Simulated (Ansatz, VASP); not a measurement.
One calculation of LiH, two programs

```
CELL_PARAMETERS angstrom
0.00000 2.03925 2.03925
2.03925 0.00000 2.03925
2.03925 2.03925 0.00000
ATOMIC_POSITIONS crystal
Li 0.00000 0.00000 0.00000
H 0.50000 0.50000 0.50000
```

Change from the starting cell: volume scaled by 1.01.

Alike in both runs: task single point; functional LDA; k mesh 11 × 11 × 11; occupations fermi-dirac, width 0.03 eV; no spin polarisation.

|  | VASP | Ansatz |
| --- | --- | --- |
| version | VASP 6.6.1 | Ansatz 0.2.0 |
| potentials or method | VASP PAW LDA potentials, release 64 (Li_sv, H), cutoff 520 eV | all-electron LAPW, scalar-relativistic |

VASP gave:

```
gap on the k mesh at the Fermi level (eV) : 2.84
```

Q: Estimate Ansatz's values.

A: gap on the k mesh at the Fermi level (eV): 2.85.

LDA's correlation is that of Perdew and Zunger in VASP and of Perdew and Wang (1992) in Ansatz. Ansatz ran all-electron here, and VASP with PAW potentials.

Noted on VASP's run: the cutoff is short for stress, so the pressure is rough.
